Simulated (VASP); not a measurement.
# CoO (Fm-3m) in VASP: notebook

Runs on CoO. Level: LDA+U. Tasks: single point.

Everything below comes from runs of VASP 6.6.1. Logs are shortened: lines on timing, memory, paths and dates and some standing lists are left out, and cuts for length are marked.

**1. The cell of the first run**

The structure is cubic, space group Fm-3m (No. 225). Conventional cell: a = 4.263 Å, b = 4.263 Å, c = 4.263 Å, α = 90.00°, β = 90.00°, γ = 90.00°. Co (site symmetry m-3m) has 6 O at 2.13 Å within 2.8 Å. O (site symmetry m-3m) has 6 Co at 2.13 Å within 2.8 Å.

**2. Single point, LDA+U, collinear spin, ferromagnetic start**

The input, INCAR:

```
SYSTEM = CoO
  PREC = Accurate
  ENCUT = 700
  EDIFF = 1E-6
  ISMEAR = 0
  SIGMA = 0.1
  LREAL = .FALSE.
  LASPH = .TRUE.
  NELM = 200
  ALGO = Normal
  ISIF = 2
  LWAVE = .FALSE.
  LCHARG = .FALSE.
  ISPIN = 2
  MAGMOM = 2.5 0
  LORBIT = 11
  LMAXMIX = 4
  LDAU = .TRUE.
  LDAUTYPE = 2
  LDAUL = 2 -1
  LDAUU = 3 0
  LDAUJ = 0 0
  LDAUPRINT = 1
  NBANDS = 22
  GGA_COMPAT = .FALSE.
```

The input, KPOINTS:

```
Automatic mesh
0
G
  10 10 10
  0 0 0
```

The input, POSCAR:

```
CoO
1.0
    0.0000000000      2.1315000000      2.1315000000
    2.1315000000      0.0000000000      2.1315000000
    2.1315000000      2.1315000000      0.0000000000
Co O
1 1
Direct
    0.0000000000      0.0000000000      0.0000000000
    0.5000000000      0.5000000000      0.5000000000
```

Potentials or basis: VASP PAW LDA potentials, release 64 (Co_sv, O).

Run with:

```console
$ cat potpaw_LDA.64/Co_sv/POTCAR potpaw_LDA.64/O/POTCAR > POTCAR
$ mpirun -np 1 vasp_std > vasp.out
```

OUTCAR:

```text
SYSTEM = CoO
   PREC = Accurate
   ENCUT = 700
   EDIFF = 1E-6
   ISMEAR = 0
   LREAL = .FALSE.
   LASPH = .TRUE.
   NELM = 200
   ISIF = 2
   ISPIN = 2
   LORBIT = 11

 ion  position               nearest neighbor table
   1  0.000  0.000  0.000-   2 2.13   2 2.13   2 2.13   2 2.13   2 2.13   2 2.13
   2  0.500  0.500  0.500-   1 2.13   1 2.13   1 2.13   1 2.13   1 2.13   1 2.13

  LATTYP: Found a face centered cubic cell.
 ALAT       =     4.2630000000

  Lattice vectors:

 A1 = (   0.0000000000,   2.1315000000,   2.1315000000)
 A2 = (   2.1315000000,   0.0000000000,   2.1315000000)
 A3 = (   2.1315000000,   2.1315000000,   0.0000000000)

Analysis of symmetry for initial positions (statically):
=====================================================================
 Subroutine PRICEL returns:
 Original cell was already a primitive cell.

 Routine SETGRP: Setting up the symmetry group for a
 face centered cubic supercell.

 Subroutine GETGRP returns: Found 48 space group operations
 (whereof 48 operations were pure point group operations)
 out of a pool of 48 trial point group operations.

The static configuration has the point symmetry O_h .

Analysis of symmetry for dynamics (positions and initial velocities):
=====================================================================
 Subroutine PRICEL returns:
 Original cell was already a primitive cell.

 Routine SETGRP: Setting up the symmetry group for a
 face centered cubic supercell.

 Subroutine GETGRP returns: Found 48 space group operations
 (whereof 48 operations were pure point group operations)
 out of a pool of 48 trial point group operations.

The dynamic configuration has the point symmetry O_h .

Analysis of structural, dynamic, and magnetic symmetry:
=====================================================================
[... 176 lines left out ...]
  o =  0.1198  v =  0.0000  0.0000  0.0000  0.0000  0.0000  0.0000  0.0000 -1.0000 -0.0000  0.0030      0.0000  0.0000  0.0000  0.0000  0.0000  0.0000  0.0000  0.0000  0.0000  0.0000
  o =  0.6002  v =  0.0000  0.0000  0.0000  0.0000  0.0000  0.0000 -0.9011 -0.0000  0.4337  0.0000      0.0000  0.0000  0.0000  0.0000  0.0000  0.0000  0.0000  0.0000  0.0000  0.0000
  o =  0.6002  v =  0.0000  0.0000  0.0000  0.0000  0.0000  0.0000  0.4337  0.0000  0.9011  0.0000      0.0000  0.0000  0.0000  0.0000  0.0000  0.0000  0.0000  0.0000  0.0000  0.0000
  o =  0.6002  v =  0.0000  0.0000  0.0000  0.0000  0.0000  1.0000  0.0000  0.0000  0.0000  0.0000      0.0000  0.0000  0.0000  0.0000  0.0000  0.0000  0.0000  0.0000  0.0000  0.0000
  o =  0.9204  v =  0.0000 -0.1265  0.0000 -0.9920 -0.0000  0.0000  0.0000  0.0000  0.0000  0.0000      0.0000  0.0000  0.0000  0.0000  0.0000  0.0000  0.0000  0.0000  0.0000  0.0000
  o =  0.9204  v =  0.0000  0.9920 -0.0000 -0.1265 -0.0000  0.0000  0.0000  0.0000  0.0000  0.0000      0.0000  0.0000  0.0000  0.0000  0.0000  0.0000  0.0000  0.0000  0.0000  0.0000
  o =  0.9204  v =  1.0000  0.0000  0.0000  0.0000  0.0000  0.0000  0.0000  0.0000  0.0000  0.0000      0.0000  0.0000  0.0000  0.0000  0.0000  0.0000  0.0000  0.0000  0.0000  0.0000
  o =  0.9524  v =  0.0000 -0.0000  0.0125  0.0000 -0.9999  0.0000  0.0000  0.0000  0.0000  0.0000      0.0000  0.0000  0.0000  0.0000  0.0000  0.0000  0.0000  0.0000  0.0000  0.0000
  o =  0.9524  v =  0.0000 -0.0000 -0.9999 -0.0000 -0.0125  0.0000  0.0000  0.0000  0.0000  0.0000      0.0000  0.0000  0.0000  0.0000  0.0000  0.0000  0.0000  0.0000  0.0000  0.0000

 number of electron      23.0000015 magnetization       2.9997936

 Free energy of the ion-electron system (eV)
  ---------------------------------------------------
  ext. energy  EPLUGINS =         0.00000000
  ---------------------------------------------------
  free energy    TOTEN  =       -12.71609323 eV

  energy without entropy =      -12.69520281  energy(sigma->0) =      -12.70564802

 E-fermi :   8.2692     XC(G=0): -13.1861

 val. band max:        8.2578824315   @ k =   0.4000   0.2000   0.1000
 cond. band min:       8.2717994460   @ k =  -0.4000   0.4000   0.0000
 fundamental gap:      0.0139170145
 Fermi energy:         8.2691608972

 spin component 1

 k-point     1 :       0.0000    0.0000    0.0000
  band No.  band energies     occupation
      1     -87.3950      1.00000
      2     -51.1987      1.00000
      3     -51.1987      1.00000
      4     -51.1987      1.00000
      5     -11.3284      1.00000
      6       3.9952      1.00000
[... 1193 lines left out ...]
     21      38.2519      0.00000
     22      39.4567      0.00000

 [... further k-points ...]

------------------------ aborting loop because EDIFF is reached ----------------------------------------

  FORCE on cell =-STRESS in cart. coord.  units (eV):
  Direction    XX          YY          ZZ          XY          YZ          ZX
  --------------------------------------------------------------------------------------
  -------------------------------------------------------------------------------------
  Total       -2.1252376     -2.1252376     -2.1252376      0.0000000      0.0000000      0.0000000
  in kB     -175.8053431   -175.8053431   -175.8053431      0.0000000      0.0000000      0.0000000
  external PRESSURE =    -175.8053431 kB  Pullay stress =       0.0000000 kB

 VOLUME and BASIS-vectors are now :
 -----------------------------------------------------------------------------
  energy-cutoff  :      700.00
  volume of cell :       19.37
      direct lattice vectors                 reciprocal lattice vectors
     0.000000000  2.131500000  2.131500000    -0.234576589  0.234576589  0.234576589
     2.131500000  0.000000000  2.131500000     0.234576589 -0.234576589  0.234576589
     2.131500000  2.131500000  0.000000000     0.234576589  0.234576589 -0.234576589

 POSITION                                       TOTAL-FORCE (eV/Angst)
 -----------------------------------------------------------------------------------
      0.00000      0.00000      0.00000        -0.000000      0.000000      0.000000
      2.13150      2.13150      2.13150         0.000000      0.000000     -0.000000
 -----------------------------------------------------------------------------------
    total drift:                                0.000000      0.000000      0.000000

  FREE ENERGIE OF THE ION-ELECTRON SYSTEM (eV)
  ---------------------------------------------------
  free  energy   TOTEN  =       -12.7160932257 eV

  energy  without entropy=      -12.6952028121  energy(sigma->0) =      -12.70564802

 total charge

# of ion       s       p       d       tot
------------------------------------------
    1        2.147   6.063   6.680  14.890
    2        1.535   3.424   0.000   4.959
--------------------------------------------------
tot          3.682   9.487   6.680  19.849

 magnetization (x)

# of ion       s       p       d       tot
------------------------------------------
    1        0.013   0.010   2.622   2.644
    2        0.027   0.252   0.000   0.279
--------------------------------------------------
tot          0.039   0.262   2.622   2.923
```

Wall time 86 s (1 thread of Intel Xeon Platinum 8375C at 2.90GHz (Ice Lake), shared host); peak memory 0.17 GiB.

What came out:

```
Free energy                                           : -12.7161 eV
Pressure                                              : -17.6 GPa
Band gap on the k mesh                                : zero (filled and empty bands overlap)
Net moment                                            : 3.00 μB per cell
Site moments                                          : Co +2.64; O +0.28 μB
Valence electrons inside the program's atomic spheres : Co 14.89; O 4.96
```

Levels at points of the mesh, in eV from the Fermi level:
Spin up:
```tsv
k point	band 11	band 12	band 13	band 14	band 15	band 16
(0.00, 0.00, 0.00)	-2.79	-2.79	-2.79	1.21	16.82	17.74
(0.50, 0.00, 0.00)	-2.60	-0.21	-0.21	5.14	9.43	13.37
(0.50, 0.50, 0.00)	-3.36	-3.10	-3.10	5.86	9.93	11.34
```
Spin down:
| k point | band 8 | band 9 | band 10 | band 11 | band 12 | band 13 |
| --- | --- | --- | --- | --- | --- | --- |
| (0.00, 0.00, 0.00) | -2.27 | -1.14 | -1.14 | -1.14 | 0.91 | 0.91 |
| (0.50, 0.00, 0.00) | -4.23 | -0.11 | -0.11 | 0.19 | 3.48 | 3.48 |
| (0.50, 0.50, 0.00) | -3.55 | -2.25 | 0.10 | 0.10 | 1.41 | 1.88 |

Eigenvalues of the final occupation matrices:
```csv
site,spin,trace,eigenvalues
site 1 d,1,4.67,0.92 0.92 0.92 0.95 0.95
site 1 d,2,2.04,0.12 0.12 0.60 0.60 0.60
```

Caveat: the cell stands under tension; a cell with one magnetic atom can't hold antiferromagnetic order, which such compounds often take.

**3. Single point, LDA+U, collinear spin, ferromagnetic start**

The input, INCAR:

```
PREC = Accurate
ENCUT = 700
EDIFF = 1E-6
ISMEAR = 0
SIGMA = 0.2
LREAL = F
LASPH = T
NELM = 200
ALGO = Normal
ISIF = 2
LWAVE = F
LCHARG = F
ISPIN = 2
MAGMOM = 2.5 0
LORBIT = 11
LMAXMIX = 4
LDAU = T
LDAUTYPE = 2
LDAUL = 2 -1
LDAUU = 3 0
LDAUJ = 0 0
LDAUPRINT = 1
NBANDS = 22
GGA_COMPAT = F
```

The input, KPOINTS:

```
regular mesh
0
Gamma
  10 10 10
```

POSCAR is that of step 2.

Potentials or basis: VASP PAW LDA potentials, release 64 (Co_sv, O).

Run with:

```console
$ cat potpaw_LDA.64/Co_sv/POTCAR potpaw_LDA.64/O/POTCAR > POTCAR
$ mpirun -np 1 vasp_std > vasp.out
```

Wall time 70 s (1 thread of Intel Xeon Platinum 8259CL at 2.50GHz (Skylake/Cascade Lake), shared host); peak memory 0.17 GiB.

The run converged. Its results:

* Free energy: -12.7463 eV
* Pressure: -17.2 GPa
* Band gap on the k mesh: zero (filled and empty bands overlap)
* Net moment: 3.00 μB per cell
* Site moments: Co +2.64; O +0.28 μB
* Valence electrons inside the program's atomic spheres: Co 14.89; O 4.96

Levels at points of the mesh, in eV from the Fermi level:
Spin up:
| k point | band 11 | band 12 | band 13 | band 14 | band 15 | band 16 |
| --- | --- | --- | --- | --- | --- | --- |
| (0.00, 0.00, 0.00) | -2.78 | -2.78 | -2.78 | 1.23 | 16.83 | 17.75 |
| (0.50, 0.00, 0.00) | -2.58 | -0.19 | -0.19 | 5.15 | 9.44 | 13.38 |
| (0.50, 0.50, 0.00) | -3.33 | -3.08 | -3.08 | 5.87 | 9.94 | 11.35 |
Spin down:
```
           k point  band 7  band 8  band 9  band 10  band 11  band 12  band 13  band 14
(0.00, 0.00, 0.00)   -2.26   -2.26   -1.12    -1.12    -1.12     0.93     0.93     1.74
(0.50, 0.00, 0.00)   -4.22   -4.22   -0.10    -0.10     0.20     3.49     3.49     5.49
(0.50, 0.50, 0.00)   -3.54   -3.54   -2.24     0.11     0.11     1.43     1.90     6.64
```

Eigenvalues of the final occupation matrices:
```
    site  spin  trace               eigenvalues
site 1 d     1   4.66  0.92 0.92 0.92 0.95 0.95
site 1 d     2   2.04  0.12 0.12 0.60 0.60 0.60
```

Caveat: the cell stands under tension; a cell with one magnetic atom can't hold antiferromagnetic order, which such compounds often take. The state reached can hang on the start; a lower one may exist.
